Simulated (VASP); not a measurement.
# Cd2Te3 (R-3c) in VASP: notebook, part 2 of 2

VASP 6.6.1. The steps go on from the part before.

**4. Relaxation of cell and atoms, PBE**

This run uses another cell than the first one, of 27.78 Å³/atom.

File INCAR:

```
  ALGO = Normal
  EDIFF = 1E-6
  EDIFFG = -0.04
  ENCUT = 600
  GGA = PE
  IBRION = 2
  ISIF = 3
  ISMEAR = 0
  LASPH = T
  LCHARG = F
  LREAL = F
  LWAVE = F
  NELM = 80
  NSW = 90
  PREC = Accurate
  SIGMA = 0.1
```

File KPOINTS:

```
k-points
0
Gamma
  3 3 3
```

File POSCAR:

```
Cd2Te3
1.0
    3.5517806700      2.0506215200      6.3576584500
   -3.5517806700      2.0506215200      6.3576584500
    0.0000000000     -4.1012430500      6.3576584500
Cd Te
4 6
Direct
    0.8547219000      0.8547219000      0.8547219000
    0.6452781000      0.6452781000      0.6452781000
    0.1452781000      0.1452781000      0.1452781000
    0.3547219000      0.3547219000      0.3547219000
    0.0491437300      0.7500000000      0.4508562700
    0.7500000000      0.4508562700      0.0491437300
    0.4508562700      0.0491437300      0.7500000000
    0.9508562700      0.2500000000      0.5491437300
    0.5491437300      0.9508562700      0.2500000000
    0.2500000000      0.5491437300      0.9508562700
```

Potentials or basis: VASP PAW PBE potentials, release 64 (Cd, Te).

On the command line:

```console
$ cat potpaw_PBE.64/Cd/POTCAR potpaw_PBE.64/Te/POTCAR > POTCAR
$ mpirun -np 1 vasp_std > vasp.out
```

OUTCAR:

```text
EDIFF = 1E-6
   EDIFFG = -0.04
   ENCUT = 600
   GGA = PE
   IBRION = 2
   ISIF = 3
   ISMEAR = 0
   LASPH = T
   LREAL = F
   NELM = 80
   NSW = 90
   PREC = Accurate

 ion  position               nearest neighbor table
   1  0.855  0.855  0.855-   8 2.76   9 2.76  10 2.76   6 2.92   5 2.92   7 2.92
   2  0.645  0.645  0.645-  10 2.76   9 2.76   8 2.76   5 2.92   6 2.92   7 2.92
   3  0.145  0.145  0.145-   5 2.76   7 2.76   6 2.76  10 2.92   8 2.92   9 2.92
   4  0.355  0.355  0.355-   6 2.76   7 2.76   5 2.76   8 2.92  10 2.92   9 2.92
   5  0.049  0.750  0.451-   3 2.76   4 2.76   2 2.92   1 2.92   6 3.68   7 3.68
   6  0.750  0.451  0.049-   4 2.76   3 2.76   1 2.92   2 2.92   5 3.68   7 3.68
   7  0.451  0.049  0.750-   3 2.76   4 2.76   1 2.92   2 2.92   5 3.68   6 3.68
   8  0.951  0.250  0.549-   1 2.76   2 2.76   4 2.92   3 2.92  10 3.68   9 3.68
   9  0.549  0.951  0.250-   1 2.76   2 2.76   3 2.92   4 2.92  10 3.68   8 3.68
  10  0.250  0.549  0.951-   2 2.76   1 2.76   3 2.92   4 2.92   8 3.68   9 3.68

  LATTYP: Found a trigonal (rhomboedric) cell.
 ALAT       =     7.5657131530
 COS(alpha) =     0.5592193402

  Lattice vectors:

 A1 = (   3.5517806700,   2.0506215200,   6.3576584500)
 A2 = (  -3.5517806700,   2.0506215200,   6.3576584500)
 A3 = (   0.0000000000,  -4.1012430500,   6.3576584500)

Analysis of symmetry for initial positions (statically):
=====================================================================
 Subroutine PRICEL returns:
 Original cell was already a primitive cell.

 Routine SETGRP: Setting up the symmetry group for a
 trigonal (rhombohedral) supercell.

 Subroutine GETGRP returns: Found 12 space group operations
 (whereof  6 operations were pure point group operations)
 out of a pool of 12 trial point group operations.

The static configuration has the point symmetry S_6 .
 The point group associated with its full space group is D_3d.

Analysis of symmetry for dynamics (positions and initial velocities):
=====================================================================
 Subroutine PRICEL returns:
 Original cell was already a primitive cell.

 Routine SETGRP: Setting up the symmetry group for a
 trigonal (rhombohedral) supercell.

[... 127 lines left out ...]
   GGA     = PE    functional components
   LHFCALC =     F    Hartree Fock is set to
   AEXX    =    0.0000 exact exchange contribution
   IVDW    =     0    specifies the selected vdW correction
   LEPSILON=     F    determine dielectric tensor
   LRPA    =     F    only Hartree local field effects (RPA)
 conjugate gradient relaxation of ions
 non-spin polarized calculation
 Gauss-broadening in eV      SIGMA  =   0.10
  energy-cutoff  :      600.00
  volume of cell :      277.83
 maximum number of plane-waves:      9311
   NGX = 31   NGY = 31   NGZ = 31

--------------------------------------- Ionic step        1  -------------------------------------------

 number of electron      83.9999999 magnetization

 Free energy of the ion-electron system (eV)
  ---------------------------------------------------
  ext. energy  EPLUGINS =         0.00000000
  ---------------------------------------------------
  free energy    TOTEN  =       -20.93488340 eV

  energy without entropy =      -20.89080179  energy(sigma->0) =      -20.91284260

------------------------ aborting loop because EDIFF is reached ----------------------------------------

  FORCE on cell =-STRESS in cart. coord.  units (eV):
  Direction    XX          YY          ZZ          XY          YZ          ZX
  --------------------------------------------------------------------------------------
  -------------------------------------------------------------------------------------
  Total       16.4500302     16.4500301     16.5383961     -0.0000000     -0.0000000      0.0000000
  in kB       94.8630725     94.8630723     95.3726561     -0.0000000     -0.0000001      0.0000000
  external PRESSURE =      95.0329336 kB  Pullay stress =       0.0000000 kB
[... 113 lines left out ...]
  FREE ENERGIE OF THE ION-ELECTRON SYSTEM (eV)
  ---------------------------------------------------
  free  energy   TOTEN  =       -22.1618464986 eV

  energy  without entropy=      -22.1023269631  energy(sigma->0) =      -22.13208673

[... ionic steps 4 to 12 ...]

--------------------------------------- Ionic step       13  -------------------------------------------

 number of electron      83.9999999 magnetization

------------------------ aborting loop because EDIFF is reached ----------------------------------------
[... 83 lines left out ...]
--------------------------------------- Ionic step       15  -------------------------------------------

 number of electron      83.9999993 magnetization

 Free energy of the ion-electron system (eV)
  ---------------------------------------------------
  ext. energy  EPLUGINS =         0.00000000
  ---------------------------------------------------
  free energy    TOTEN  =       -22.48087071 eV

  energy without entropy =      -22.44468839  energy(sigma->0) =      -22.46277955

 E-fermi :   3.3242     XC(G=0):  -8.9279

 val. band max:        3.1046638784   @ k =  -0.3333   0.3333   0.0000
 cond. band min:       3.3248598465   @ k =  -0.3333   0.3333   0.0000
 fundamental gap:      0.2201959680
 Fermi energy:         3.3241933504

 k-point     1 :       0.0000    0.0000    0.0000
  band No.  band energies     occupation
      1      -8.5065      2.00000
      2      -7.8642      2.00000
      3      -7.1731      2.00000
      4      -7.1731      2.00000
      5      -7.1005      2.00000
      6      -7.1005      2.00000
[... 344 lines left out ...]
  FREE ENERGIE OF THE ION-ELECTRON SYSTEM (eV)
  ---------------------------------------------------
  free  energy   TOTEN  =       -22.4808707069 eV

  energy  without entropy=      -22.4446883910  energy(sigma->0) =      -22.46277955

 reached required accuracy - stopping structural energy minimisation
```

OSZICAR:

```text
N       E                     dE             d eps       ncg     rms          rms(c)
DAV:   1     0.599762948132E+03    0.59976E+03   -0.40839E+04   600   0.167E+03
DAV:   2     0.178245692083E+02   -0.58194E+03   -0.56852E+03   660   0.355E+02
DAV:   3    -0.210547807873E+02   -0.38879E+02   -0.38352E+02   700   0.887E+01
[... 147 lines left out ...]
DAV:   2    -0.224827087196E+02    0.11225E-01   -0.46984E-02   622   0.163E+00    0.298E-01
DAV:   3    -0.224812719681E+02    0.14368E-02   -0.39857E-03   662   0.344E-01    0.251E-01
DAV:   4    -0.224809020644E+02    0.36990E-03   -0.68413E-04   608   0.102E-01    0.429E-02
DAV:   5    -0.224808710750E+02    0.30989E-04   -0.11553E-04   652   0.763E-02    0.511E-02
DAV:   6    -0.224808707069E+02    0.36804E-06   -0.78726E-06   664   0.169E-02
  15 F= -.22480871E+02 E0= -.22462780E+02  d E =-.184324E-02
```

CONTCAR:

```text
Cd2Te3
   1.00000000000000
     3.5672761995459874    2.0595678675593803    7.5005571700057923
    -3.5672761995459874    2.0595678675593803    7.5005571700057923
    -0.0000000000000001   -4.1191357469368661    7.5005571706073662
  Cd              Te
     4     6
Direct
     0.8573217293452274    0.8573217293452274    0.8573217293452731
     0.6426782706547726    0.6426782706547726    0.6426782706547269
     0.1426782706547725    0.1426782706547725    0.1426782706547270
     0.3573217293452275    0.3573217293452275    0.3573217293452729
     0.0276633368083355    0.7500000000003678    0.4723366631909154
     0.7499999999996322    0.4723366631916645    0.0276633368090845
     0.4723366631920322    0.0276633368079678    0.7500000000000000
     0.9723366631916642    0.2499999999996322    0.5276633368090845
     0.5276633368079675    0.9723366631920325    0.2500000000000000
     0.2500000000003677    0.5276633368083358    0.9723366631909155

  0.00000000E+00  0.00000000E+00  0.00000000E+00
  0.00000000E+00  0.00000000E+00  0.00000000E+00
  0.00000000E+00  0.00000000E+00  0.00000000E+00
  0.00000000E+00  0.00000000E+00  0.00000000E+00
  0.00000000E+00  0.00000000E+00  0.00000000E+00
  0.00000000E+00  0.00000000E+00  0.00000000E+00
  0.00000000E+00  0.00000000E+00  0.00000000E+00
  0.00000000E+00  0.00000000E+00  0.00000000E+00
  0.00000000E+00  0.00000000E+00  0.00000000E+00
  0.00000000E+00  0.00000000E+00  0.00000000E+00
```

Wall time 45 min (1 thread of Intel Xeon 8259CL, shared host); peak memory 0.6 GiB.

Results:

- Free energy: -22.4809 eV
- Relaxed volume: 33.06 Å³/atom
- Relaxed cell: a = 8.557 Å, b = 8.557 Å, c = 8.557 Å, α = 49.27°, β = 49.27°, γ = 49.27°
- Space group after relaxing (to 0.1 Å): R-3c (No. 167)
- Energy gained by relaxing: 154.6 meV/atom
- Ionic steps: 15
- Pressure after relaxing: 0.0 GPa
- Largest force after relaxing: 0.024 eV/Å
- Band gap on the k mesh: zero (bands 42 and 43 overlap by 0.52 eV)

Forces on the atoms (eV/Å):
```
Cd   0.000  0.000  0.016
Cd   0.000  0.000 -0.016
Cd   0.000  0.000 -0.016
Cd   0.000  0.000  0.016
Te  -0.012 -0.021  0.000
Te  -0.012  0.021  0.000
Te   0.024  0.000  0.000
Te   0.012  0.021  0.000
Te  -0.024  0.000  0.000
Te   0.012 -0.021  0.000
```

Stress tensor (GPa, compression positive):
```
 0.09  0.00  0.00
 0.00  0.09  0.00
 0.00  0.00 -0.07
```

Step by step:
```tsv
step	energy change (eV)	largest force (eV/Å)	pressure (GPa)	volume (Å³)
1	0.0000	0.1732	9.50	277.83
2	-1.0493	0.1723	-2.31	349.50
3	-1.2270	0.1780	0.04	325.81
4	-1.2269	0.1779	-0.04	326.82
5	-1.2428	0.1786	-0.08	326.93
6	-1.2961	0.1589	-0.07	327.23
7	-1.4070	0.0879	0.00	327.56
8	-1.4975	0.2631	0.56	327.25
9	-1.5050	0.2055	0.35	327.45
10	-1.5244	0.1722	0.12	329.68
11	-1.5338	0.1298	-0.19	333.24
12	-1.5341	0.1348	-0.16	332.73
13	-1.5400	0.1048	-0.05	331.53
14	-1.5441	0.0425	0.21	329.12
15	-1.5460	0.0242	0.04	330.64
```

Final structure:
```xyz
10
Lattice="3.5673 2.0596 7.5006 -3.5673 2.0596 7.5006 0.0000 -4.1191 7.5006" Properties=species:S:1:pos:R:3 pbc="T T T"
Cd    0.0000    0.0000   19.2912
Cd    0.0000    0.0000   14.4613
Cd    0.0000    0.0000    3.2105
Cd    0.0000    0.0000    8.0403
Te   -2.5768   -0.3440    9.3757
Te    0.9905    2.4035    9.3757
Te    1.5863   -2.0596    9.3757
Te    2.5768    0.3440   13.1260
Te   -1.5863    2.0596   13.1260
Te   -0.9905   -2.4035   13.1260
```

Caveat: the volume moved by over 15 % at a fixed basis, so the end points are rough; semilocal functionals underestimate gaps, and a narrow one can read as zero; spin-orbit coupling is left out, which moves the levels of the heavy elements.

**5. Single point, PBE**

File INCAR:

```
PREC = Accurate
ENCUT = 520
EDIFF = 1E-6
ISMEAR = 0
SIGMA = 0.1
LREAL = False
LASPH = True
NELM = 100
ALGO = Normal
ISIF = 2
LWAVE = False
LCHARG = False
GGA = PE
NBANDS = 53
```

File KPOINTS:

```
regular mesh
0
Gamma
  6 6 6
```

File POSCAR:

```
Cd2Te3
1.0
    3.5866056788      2.0707277541      7.4090928510
   -3.5866056788      2.0707277541      7.4090928510
    0.0000000000     -4.1414555082      7.4090928510
Cd Te
4 6
Direct
    0.3572735794      0.3572735794      0.3572735794
    0.1427264206      0.1427264206      0.1427264206
    0.6427264206      0.6427264206      0.6427264206
    0.8572735794      0.8572735794      0.8572735794
    0.5290459455      0.2500000000      0.9709540545
    0.2500000000      0.9709540545      0.5290459455
    0.9709540545      0.5290459455      0.2500000000
    0.4709540545      0.7500000000      0.0290459455
    0.0290459455      0.4709540545      0.7500000000
    0.7500000000      0.0290459455      0.4709540545
```

On the command line:

```console
$ cat potpaw_PBE.64/Cd/POTCAR potpaw_PBE.64/Te/POTCAR > POTCAR
$ mpirun -np 1 vasp_std > vasp.out
```

It took 31 min on 1 thread of Intel Xeon 8259CL, shared host; peak memory 0.83 GiB.

The run converged. Its results:

```yaml
Free_energy: -22.3373 eV
Pressure: 0.1 GPa
Largest_force: 0.003 eV/Å
Band_gap_on_the_k_mesh: zero (bands 42 and 43 overlap by 0.75 eV)
```

Forces in eV/Å, atoms in the order of the input:
```
Cd   0.000  0.000  0.003
Cd   0.000  0.000 -0.003
Cd   0.000  0.000 -0.003
Cd   0.000  0.000  0.003
Te  -0.002 -0.003  0.000
Te  -0.002  0.003  0.000
Te   0.003  0.000  0.000
Te   0.002  0.003  0.000
Te  -0.003  0.000  0.000
Te   0.002 -0.003  0.000
```

Levels at points of the mesh, in eV from the Fermi level:
```
           k point  band 38  band 39  band 40  band 41  band 42  band 43  band 44  band 45  band 46  band 47
(0.00, 0.00, 0.00)    -0.77    -0.51    -0.51     0.43     0.53     0.53     0.72     0.72     2.06     2.46
(0.50, 0.00, 0.00)    -1.10    -0.81    -0.81    -0.37    -0.37     0.22     0.22     1.88     1.88     2.69
(0.50, 0.50, 0.00)    -1.31    -0.83    -0.37    -0.32    -0.26     0.14     0.19     2.09     2.34     2.57
(0.50, 0.50, 0.50)    -1.17    -1.17    -1.17     0.63     0.63     0.63     0.63     1.67     1.67     3.20
```

Caveat: semilocal functionals underestimate gaps, and a narrow one can read as zero; spin-orbit coupling is left out, which moves the levels of the heavy elements.

**6. Overview**

```tsv
task	cell	k mesh	cutoff (eV)	gap on the mesh (eV)	pressure (GPa)	largest force (eV/Å)
single point	a = 8.433 Å, angles 50.7°, 10 atoms, atomic positions A	3 × 3 × 3	520	none	0.0	0.03
single point	a = 7.566 Å, angles 56.0°, 10 atoms, atomic positions B	3 × 3 × 3	520	none	9.5	0.17
relaxation of cell and atoms	relaxed from a = 7.566 Å, angles 56.0°, 10 atoms, atomic positions B	3 × 3 × 3	600	none	0.0	0.02
single point	a = 8.488 Å, angles 50.0°, 10 atoms, atomic positions C	6 × 6 × 6	520	none	0.1	-
```

Alike in all rows: level PBE; potentials or basis VASP PAW PBE potentials, release 64 (Cd, Te); no spin polarisation; smearing gaussian 0.1 eV.

Caveats: semilocal functionals underestimate gaps, and a narrow one can read as zero; spin-orbit coupling is left out, which moves the levels of the heavy elements; the cell stands under pressure (at least some runs); the volume moved by over 15 % at a fixed basis, so the end points are rough (at least some runs).

Total energies depend on the potentials used, so only differences within one code and one set of settings carry meaning.

The gap in the log of VASP goes by the Fermi energy; the results here count the filled bands.